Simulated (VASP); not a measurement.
**LiH: relaxation of the atoms with revPBE**

LiH, in a box:

```
CELL_PARAMETERS angstrom
9.00000 0.00000 0.00000
0.00000 9.00000 0.00000
0.00000 0.00000 11.00000
ATOMIC_POSITIONS crystal
Li 0.50166 0.49886 0.42894
H 0.49723 0.50313 0.57629
```

This cell differs from its parent crystal: atoms moved at random.

```json
{"Program": "VASP 6.6.1", "Task": "relaxation of the atoms", "Functional": "revPBE", "Potentials or basis": "VASP PAW PBE potentials, release 64 (Li_sv, H)", "Cutoff": "1000 eV", "k mesh": "1 × 1 × 1", "Occupations": "gaussian, width 0.03 eV", "Spin": "no spin polarisation", "Tolerance level": "standard", "Purpose": "geometry", "Further INCAR settings": "ALGO = Normal; EDIFF = 1e-07; NELMDL = -8; IBRION = 2; EDIFFG = -0.002; NSW = 120; ISIF = 0"}
```

```yaml
Energy_gained_by_relaxing: 0.0 meV/atom
Ionic_steps: 4
Gap_between_the_frontier_levels: 2.68 eV
```

Final structure:
```xyz
2
Lattice="9.0000 0.0000 0.0000 0.0000 9.0000 0.0000 0.0000 0.0000 11.0000" Properties=species:S:1:pos:R:3 pbc="T T T"
Li    4.5150    4.4897    4.7206
H     4.4750    4.5282    6.3370
```

Levels at points of the mesh, in eV from the valence-band top:
| k point | band 1 | band 2 | band 3 | band 4 | band 5 | band 6 |
| --- | --- | --- | --- | --- | --- | --- |
| (0.00, 0.00, 0.00) | -46.64 | 0.00 | 2.68 | 4.16 | 4.16 | 4.31 |

Run time: 3.7 min on 1 thread of Intel(R) Xeon(R) 6975P-C (Granite Rapids), with other jobs on the host, peak memory 1.5 GiB.

Caveat: the cell differs from its parent crystal (atoms moved at random).
